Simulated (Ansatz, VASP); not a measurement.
**One calculation of AlN, two programs**

Contents of POSCAR:

```
AlN
1.0
    3.3551985650      0.0000000000      0.0000000000
   -1.6775992825      2.9056871920      0.0000000000
    0.0000000000      0.0000000000      5.1775410392
Al N
2 2
Direct
    0.3333333333      0.6666666667      0.0016929024
    0.6666666667      0.3333333333      0.5016929024
    0.3333333333      0.6666666667      0.3833070976
    0.6666666667      0.3333333333      0.8833070976
```

File INCAR.step1:

```
PREC = Accurate ; ENCUT = 520
ISMEAR = 0 ; SIGMA = 0.05
LREAL = False ; LASPH = True
NELM = 100 ; NBANDS = 16
GGA = PE ; ALGO = Normal
EDIFF = 1E-4 ; LWAVE = True
LCHARG = False
```

File INCAR.step2:

```
PREC = Accurate ; ENCUT = 520
EDIFF = 1E-6 ; ISMEAR = 0
SIGMA = 0.05 ; LREAL = False
LASPH = True ; NELM = 100
ALGO = Normal ; ISIF = 2
LWAVE = False ; LCHARG = True
METAGGA = R2SCAN ; LMIXTAU = True
LELF = True ; LVHAR = True
NBANDS = 16 ; ISTART = 1
```

File KPOINTS:

```
Automatic mesh
0
Gamma
  12 12 6
```

Input for Ansatz:

```yaml
crystal:
  lattice:
    - [3.355198565, 0.0, 0.0]
    - [-1.6775992825, 2.905687192, 0.0]
    - [0.0, 0.0, 5.1775410392]
  atoms:
    - { symbol: Al, position: [0.3333333333, 0.6666666667, 0.0016929024] }
    - { symbol: Al, position: [0.6666666667, 0.3333333333, 0.5016929024] }
    - { symbol: "N", position: [0.3333333333, 0.6666666667, 0.3833070976] }
    - { symbol: "N", position: [0.6666666667, 0.3333333333, 0.8833070976] }
basis:
  ecutwfc: 500
kpoints:
  mp_grid: { grid: [12, 12, 6] }
hamiltonian:
  xc: r2scan
scf:
  occupations: { method: gaussian, width: 0.05 }
output:
  forces: true
  stress: true
  eigenvalues: true
  write_density: true
  write_potential: true
  elf: true
  volumetric_format: npy
```

Change from the starting cell: strain +0.080 along x and y, +0.040 along z, atoms carried along.

Alike in both runs: task single point; functional r2SCAN; k mesh 12 × 12 × 6; occupations gaussian, width 0.05 eV; no spin polarisation.

|  | VASP | Ansatz |
| --- | --- | --- |
| version | VASP 6.6.1 | Ansatz 0.2.0 |
| potentials or method | VASP PAW PBE potentials, release 64 (Al, N), cutoff 520 eV | scalar-relativistic, plane waves, PAW |
| valence electrons in the cell | 16 | 16 |

```csv
,VASP,Ansatz,Ansatz less VASP
gap on the k mesh at the Fermi level (eV),3.16,3.13,-0.028
least direct gap on the mesh (eV),3.16,3.13,-0.028
pressure (GPa),-28.2,-27.9,+0.36
"traceless stress, the component that is largest in VASP (GPa)",7.25,7.16,-0.088
rms of the force components (eV/Å),0.032,0.029,-0.0031
```

VASP's potentials were made for PBE, not for r2SCAN. Atom by atom the forces differ by 0.003 eV/Å (rms over components).
